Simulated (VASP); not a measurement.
# Ti (P6_3/mmc) in VASP: single point with r2SCAN

Aim: the single point of Ti with r2SCAN.

All numbers are computed with VASP 6.6.1; they aren't measurements. Logs are shortened: lines on timing, memory, paths and dates and some standing lists are left out, and cuts for length are marked.

### Step 1. The cell of the first run

The structure is hexagonal, space group P6_3/mmc (No. 194). Conventional cell: a = 2.950 Å, b = 2.950 Å, c = 4.686 Å, α = 90.00°, β = 90.00°, γ = 120.00°. Within 3.8 Å of Ti (site symmetry -6m2) lie 12 Ti at 2.90 to 2.95 Å.

### Step 2. Single point, r2SCAN

File POSCAR:

```
Ti
1.0
    2.9499978600      0.0000000000      0.0000000000
   -1.4749989300      2.5547730900      0.0000000000
    0.0000000000      0.0000000000      4.6860000000
Ti
2
Direct
    0.3333333300      0.6666666700      0.2500000000
    0.6666666700      0.3333333300      0.7500000000
```

File INCAR.step1:

```
SYSTEM = Ti
PREC = Accurate ; ENCUT = 520
ISMEAR = -1 ; SIGMA = 0.1
LREAL = .FALSE. ; LASPH = .TRUE.
NELM = 60 ; NBANDS = 19
GGA = PE ; ALGO = Normal
EDIFF = 1E-4 ; LWAVE = .TRUE.
LCHARG = .FALSE.
```

File INCAR.step2:

```
SYSTEM = Ti
PREC = Accurate ; ENCUT = 520
EDIFF = 1E-6 ; ISMEAR = -1
SIGMA = 0.1 ; LREAL = .FALSE.
LASPH = .TRUE. ; NELM = 60
ALGO = Normal ; ISIF = 2
LWAVE = .FALSE. ; LCHARG = .FALSE.
METAGGA = R2SCAN ; LMIXTAU = .TRUE.
NBANDS = 19 ; ISTART = 1
```

File KPOINTS:

```
Automatic mesh
0
G
  11 11 6
  0 0 0
```

Potentials or basis: VASP PAW PBE potentials, release 64 (Ti_sv).

The run is started by

```bash
$ cat potpaw_PBE.64/Ti_sv/POTCAR > POTCAR
$ cp INCAR.step1 INCAR
$ mpirun -np 1 vasp_std > vasp.out
$ cp INCAR.step2 INCAR
$ mpirun -np 1 vasp_std > vasp.out
```

OUTCAR:

```text
SYSTEM = Ti
   PREC = Accurate
   ENCUT = 520
   EDIFF = 1E-6
   ISMEAR = -1
   LREAL = .FALSE.
   LASPH = .TRUE.
   NELM = 60
   ISIF = 2
   METAGGA = R2SCAN
   ISTART = 1

 ion  position               nearest neighbor table
   1  0.333  0.667  0.250-   2 2.90   2 2.90   2 2.90   2 2.90   2 2.90   2 2.90
   2  0.667  0.333  0.750-   1 2.90   1 2.90   1 2.90   1 2.90   1 2.90   1 2.90

  LATTYP: Found a hexagonal cell.
 ALAT       =     2.9499978600
 C/A-ratio  =     1.5884757286

  Lattice vectors:

 A1 = (   2.9499978600,   0.0000000000,   0.0000000000)
 A2 = (  -1.4749989300,   2.5547730900,   0.0000000000)
 A3 = (   0.0000000000,   0.0000000000,   4.6860000000)

Analysis of symmetry for initial positions (statically):
=====================================================================
 Subroutine PRICEL returns:
 Original cell was already a primitive cell.

 Routine SETGRP: Setting up the symmetry group for a
 hexagonal supercell.

 Subroutine GETGRP returns: Found 24 space group operations
 (whereof 12 operations were pure point group operations)
 out of a pool of 24 trial point group operations.

The static configuration has the point symmetry D_3d.
 The point group associated with its full space group is D_6h.

Analysis of symmetry for dynamics (positions and initial velocities):
=====================================================================
 Subroutine PRICEL returns:
 Original cell was already a primitive cell.

 Routine SETGRP: Setting up the symmetry group for a
 hexagonal supercell.

 Subroutine GETGRP returns: Found 24 space group operations
 (whereof 12 operations were pure point group operations)
 out of a pool of 24 trial point group operations.

The dynamic configuration has the point symmetry D_3d.
 The point group associated with its full space group is D_6h.

 Subroutine INISYM returns: Found 24 space group operations
 (whereof 12 operations are pure point group operations),
 and found     1 'primitive' translations

----------------------------------------------------------------------------------------

                                     Primitive cell

  volume of cell :      35.3164

  direct lattice vectors                    reciprocal lattice vectors
     2.949997860  0.000000000  0.000000000     0.338983297  0.195712097  0.000000000
    -1.474998930  2.554773090  0.000000000     0.000000000  0.391424195  0.000000000
     0.000000000  0.000000000  4.686000000     0.000000000  0.000000000  0.213401622

  length of vectors
     2.949997860  2.949997862  4.686000000     0.391424195  0.391424195  0.213401622

  position of ions in fractional coordinates (direct lattice)
     0.333333330  0.666666670  0.250000000
     0.666666670  0.333333330  0.750000000

  ion indices of the primitive-cell ions
   primitive index   ion index
                 1           1
                 2           2

----------------------------------------------------------------------------------------

 KPOINTS: Automatic mesh

Automatic generation of k-mesh.
 Grid dimensions read from file:
 generate k-points for:   11   11    6

 Generating k-lattice:

  Cartesian coordinates                     Fractional coordinates (reciprocal lattice)
     0.030816663  0.017792009  0.000000000     0.090909091  0.000000000  0.000000000
     0.000000000  0.035584018  0.000000000     0.000000000  0.090909091  0.000000000
     0.000000000  0.000000000  0.035566937     0.000000000  0.000000000  0.166666667

  Length of vectors
     0.035584018  0.035584018  0.035566937

  Shift w.r.t. Gamma in fractional coordinates (k-lattice)
     0.000000000  0.000000000  0.000000000

 Subroutine IBZKPT returns following result:
 ===========================================

 Found     64 irreducible k-points:

 Following reciprocal coordinates:
            Coordinates               Weight
  0.000000  0.000000  0.000000      1.000000
  0.090909  0.000000  0.000000      6.000000
  0.181818  0.000000  0.000000      6.000000
  0.272727  0.000000  0.000000      6.000000
  0.363636  0.000000  0.000000      6.000000
  0.454545  0.000000  0.000000      6.000000
[... 16 lines left out ...]
  0.090909  0.090909  0.166667     12.000000
  0.181818  0.090909  0.166667     24.000000
 [... further k-points ...]
   k-points           NKPTS =     64   k-points in BZ     NKDIM =     64   number of bands    NBANDS=     19
   number of dos      NEDOS =    301   number of ions     NIONS =      2
   total plane-waves  NPLWV =  20736
   dimension x,y,z NGX =    24 NGY =   24 NGZ =   36
   dimension x,y,z NGXF=    48 NGYF=   48 NGZF=   72
   ions per type =               2
   NGX,Y,Z   is equivalent  to a cutoff of  13.53, 13.53, 12.77 a.u.
   NGXF,Y,Z  is equivalent  to a cutoff of  27.05, 27.05, 25.54 a.u.
 SYSTEM =  Ti
   PREC   = accura    normal or accurate (medium, high low for compatibility)
   ISTART =      1    job   : 0-new  1-cont  2-samecut
   ICHARG =      0    charge: 1-file 2-atom 10-const
   ISPIN  =      1    spin polarized calculation?
   LNONCOLLINEAR =      F non collinear calculations
   LSORBIT =      F    spin-orbit coupling
   LASPH  =      T    aspherical Exc in radial PAW
   ENCUT  =  520.0 eV  38.22 Ry    6.18 a.u.   5.49  5.49  8.71*2*pi/ulx,y,z
   NELM   =     60;   NELMIN=  2; NELMDL=  0     # of ELM steps
   EDIFF  = 0.1E-05   stopping-criterion for ELM
   LREAL  =      F    real-space projection
   EDIFFG = 0.1E-04   stopping-criterion for IOM
   NSW    =      0    number of steps for IOM
   IBRION =     -1    ionic relax: 0-MD 1-quasi-New 2-CG
   NFREE  =      0    steps in history (QN), initial steepest desc. (CG)
   ISIF   =      2    stress and relaxation
   ISYM   =      2    0-nonsym 1-usesym 2-fastsym
   POTIM  = 0.5000    time-step for ionic-motion
   TEBEG  =    0.0;   TEEND  =   0.0 temperature during run
   PSTRESS=    0.0 pullay stress
   NELECT =      24.0000    total number of electrons
   NUPDOWN=      -1.0000    fix difference up-down
   EMIN   =  10.00;   EMAX   =-10.00  energy-range for DOS
   EFERMI =   0.00;   METHOD = LEGACY
   ISMEAR =    -1;   SIGMA  =   0.10  broadening in eV -4-tet -1-fermi 0-gaus
   EFERMI_NEDOS =   21; number of points for ismear=-14 and -15
   IALGO  =     38    algorithm
   IMIX   =      4    mixing-type and parameters
     AMIX     =   0.40;   BMIX     =  1.00
     AMIX_MAG =   1.60;   BMIX_MAG =  1.00
  volume/ion in A,a.u.               =      17.66       119.16
  Fermi-wavevector in a.u.,A,eV,Ry     =   1.439306  2.719894 28.185853  2.071602
  Thomas-Fermi vector in A             =   2.558176
   LORBIT       =      0    0 simple, 1 ext, 2 COOP (PROOUT), +10 PAW based schemes
   METAGGA = R2SCAN    functional components
   LHFCALC =     F    Hartree Fock is set to
   AEXX    =    0.0000 exact exchange contribution
   IVDW    =     0    specifies the selected vdW correction
   LEPSILON=     F    determine dielectric tensor
   LRPA    =     F    only Hartree local field effects (RPA)
 non-spin polarized calculation
  energy-cutoff  :      520.00
  volume of cell :       35.32
 maximum number of plane-waves:       974
 NGX is ok and might be reduce to    24
   NGX = 11   NGY = 11   NGZ = 17

 number of electron      24.0000001 magnetization

 Free energy of the ion-electron system (eV)
  ---------------------------------------------------
  ext. energy  EPLUGINS =         0.00000000
  ---------------------------------------------------
  free energy    TOTEN  =       -25.92847799 eV

  energy without entropy =      -25.86113939  energy(sigma->0) =      -25.89480869

 E-fermi :   8.2029     XC(G=0): -12.3120

 val. band max:        8.1624619587   @ k =   0.1818   0.0000   0.0000
 cond. band min:       8.2091530641   @ k =   0.3636   0.1818   0.5000
 fundamental gap:      0.0466911054
 Fermi energy:         8.2029349993

 k-point     1 :       0.0000    0.0000    0.0000
  band No.  band energies     occupation
      1     -51.0421      2.00000
      2     -50.9093      2.00000
      3     -26.5770      2.00000
      4     -25.9489      2.00000
      5     -25.9489      2.00000
      6     -25.8822      2.00000
[... 11 lines left out ...]
     18      10.0357      0.00000
     19      11.5464      0.00000

 k-point     2 :       0.0909    0.0000    0.0000
  band No.  band energies     occupation
      1     -51.0341      2.00000
      2     -50.9060      2.00000
      3     -26.5590      2.00000
      4     -25.9857      2.00000
      5     -25.9611      2.00000
      6     -25.8908      2.00000
[... 11 lines left out ...]
     18       9.9049      0.00000
     19      11.6143      0.00000

 k-point     3 :       0.1818    0.0000    0.0000
  band No.  band energies     occupation
      1     -51.0121      2.00000
      2     -50.8979      2.00000
      3     -26.5083      2.00000
      4     -26.0852      2.00000
      5     -25.9925      2.00000
      6     -25.9908      2.00000
[... 11 lines left out ...]
     18      10.1567      0.00000
     19      11.7476      0.00000

 k-point     4 :       0.2727    0.0000    0.0000
  band No.  band energies     occupation
      1     -50.9818      2.00000
      2     -50.8888      2.00000
      3     -26.4337      2.00000
      4     -26.2172      2.00000
      5     -26.1165      2.00000
      6     -26.0319      2.00000
[... 11 lines left out ...]
     18      10.7505      0.00000
     19      11.8612      0.00000

 k-point     5 :       0.3636    0.0000    0.0000
  band No.  band energies     occupation
      1     -50.9509      2.00000
      2     -50.8832      2.00000
      3     -26.3503      2.00000
      4     -26.3394      2.00000
      5     -26.2278      2.00000
      6     -26.0668      2.00000
[... 11 lines left out ...]
     18      11.3797      0.00000
     19      11.9307      0.00000

 k-point     6 :       0.4545    0.0000    0.0000
  band No.  band energies     occupation
      1     -50.9295      2.00000
      2     -50.8828      2.00000
      3     -26.4121      2.00000
      4     -26.2924      2.00000
      5     -26.2847      2.00000
      6     -26.0871      2.00000
[... 11 lines left out ...]
     18      11.9614      0.00000
     19      12.2960      0.00000

 k-point     7 :       0.0909    0.0909    0.0000
  band No.  band energies     occupation
      1     -51.0192      2.00000
      2     -50.9004      2.00000
      3     -26.5247      2.00000
      4     -26.0455      2.00000
      5     -26.0043      2.00000
      6     -25.9412      2.00000
[... 11 lines left out ...]
     18      10.0658      0.00000
     19      11.6919      0.00000

 k-point     8 :       0.1818    0.0909    0.0000
  band No.  band energies     occupation
      1     -50.9929      2.00000
      2     -50.8918      2.00000
      3     -26.4618      2.00000
      4     -26.1517      2.00000
      5     -26.0956      2.00000
      6     -25.9997      2.00000
[... 256 lines left out ...]
 k-point    20 :       0.2727    0.0000    0.1667
  band No.  band energies     occupation
      1     -50.9756      2.00000
      2     -50.8951      2.00000
      3     -26.4274      2.00000
      4     -26.1953      2.00000
      5     -26.1457      2.00000
      6     -26.0226      2.00000
[... 11 lines left out ...]
     18      10.6848      0.00000
     19      11.7815      0.00000

 k-point    21 :       0.3636    0.0000    0.1667
  band No.  band energies     occupation
      1     -50.9464      2.00000
      2     -50.8877      2.00000
      3     -26.4167      2.00000
      4     -26.2848      2.00000
      5     -26.2249      2.00000
      6     -26.0565      2.00000
[... 11 lines left out ...]
     18      11.2409      0.00000
     19      11.8431      0.00000

 k-point    22 :       0.4545    0.0000    0.1667
  band No.  band energies     occupation
      1     -50.9263      2.00000
      2     -50.8859      2.00000
      3     -26.4539      2.00000
      4     -26.3368      2.00000
      5     -26.2164      2.00000
      6     -26.0762      2.00000
[... 11 lines left out ...]
     18      11.9069      0.00000
     19      12.1053      0.00000

 k-point    23 :       0.0909    0.0909    0.1667
  band No.  band energies     occupation
      1     -51.0112      2.00000
      2     -50.9084      2.00000
      3     -26.4896      2.00000
      4     -26.0343      2.00000
      5     -26.0186      2.00000
      6     -25.9706      2.00000
[... 11 lines left out ...]
     18      10.2386      0.00000
     19      11.6607      0.00000

 k-point    24 :       0.1818    0.0909    0.1667
  band No.  band energies     occupation
      1     -50.9862      2.00000
      2     -50.8986      2.00000
      3     -26.4430      2.00000
      4     -26.1403      2.00000
      5     -26.1111      2.00000
      6     -26.0114      2.00000
[... 11 lines left out ...]
     18      10.6351      0.00000
     19      11.7274      0.00000

 [... further k-points ...]

------------------------ aborting loop because EDIFF is reached ----------------------------------------

  FORCE on cell =-STRESS in cart. coord.  units (eV):
  Direction    XX          YY          ZZ          XY          YZ          ZX
  --------------------------------------------------------------------------------------
  -------------------------------------------------------------------------------------
  Total       -0.3486647     -0.3486647     -0.4749771      0.0000000      0.0000000      0.0000000
  in kB      -15.8176619    -15.8176619    -21.5479966      0.0000000      0.0000000      0.0000000
  external PRESSURE =     -17.7277735 kB  Pullay stress =       0.0000000 kB

 VOLUME and BASIS-vectors are now :
 -----------------------------------------------------------------------------
  energy-cutoff  :      520.00
  volume of cell :       35.32
      direct lattice vectors                 reciprocal lattice vectors
     2.949997860  0.000000000  0.000000000     0.338983297  0.195712097  0.000000000
    -1.474998930  2.554773090  0.000000000     0.000000000  0.391424195  0.000000000
     0.000000000  0.000000000  4.686000000     0.000000000  0.000000000  0.213401622

 POSITION                                       TOTAL-FORCE (eV/Angst)
 -----------------------------------------------------------------------------------
     -0.00000      1.70318      1.17150        -0.000000     -0.000000      0.000000
      1.47500      0.85159      3.51450         0.000000      0.000000      0.000000
 -----------------------------------------------------------------------------------
    total drift:                               -0.000009      0.000005     -0.000000

  FREE ENERGIE OF THE ION-ELECTRON SYSTEM (eV)
  ---------------------------------------------------
  free  energy   TOTEN  =       -25.9284779940 eV

  energy  without entropy=      -25.8611393883  energy(sigma->0) =      -25.89480869
```

Wall time 2.2 min (1 thread of Intel Xeon Platinum 8375C at 2.90GHz (Ice Lake), shared host); peak memory 0.17 GiB.

What came out:

```yaml
Free_energy: -25.9285 eV
Pressure: -1.8 GPa
Band_gap_on_the_k_mesh: zero (bands 12 and 13 overlap by 1.23 eV)
```

Caveat: the PAW data sets were made with another functional, which shifts forces and pressure a little.
